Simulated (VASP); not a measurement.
Cd3Te5: single point with PBE

The system is Cd3Te5.

```
Cd Te
1.0
     6.20221    0.00000    0.00000
     0.00000    6.20221    0.00000
     0.00000    0.00000    6.20221
Cd Te
3 5
Direct
  0.50000 0.00000 0.00000
  0.00000 0.50000 0.00000
  0.00000 0.00000 0.50000
  0.00000 0.50000 0.50000
  0.50000 0.00000 0.50000
  0.50000 0.50000 0.00000
  0.00000 0.00000 0.00000
  0.50000 0.50000 0.50000
```

- Program: VASP 6.6.1
- Task: single point
- Functional: PBE
- Potentials or basis: VASP PAW PBE potentials, release 64 (Cd, Te)
- Cutoff: 520 eV
- k mesh: 4 × 4 × 4
- Occupations: gaussian, width 0.2 eV
- Spin: no spin polarisation

```
Pressure               : -0.1 GPa
Band gap on the k mesh : zero (band 33 reaches 5.42 eV, above the bottom of band 34 at 3.72 eV)
```

Levels at points of the mesh, in eV from the Fermi level:
```tsv
k point	band 31	band 32	band 33	band 34	band 35	band 36
(0.00, 0.00, 0.00)	-1.74	-1.16	-1.16	-1.16	-0.66	2.81
(0.50, 0.00, 0.00)	-1.74	-1.74	-1.72	1.42	1.59	1.66
(0.50, 0.50, 0.00)	-1.43	-0.85	-0.39	-0.39	2.01	2.61
(0.50, 0.50, 0.50)	-0.72	-0.72	-0.57	-0.57	-0.57	2.24
```

Wall time 88 s on 1 thread of Intel(R) Xeon(R) 6975P-C (Granite Rapids), on a shared host, peak memory 0.35 GiB.

Caveat: spin-orbit coupling is left out, which moves the levels of the heavy elements.
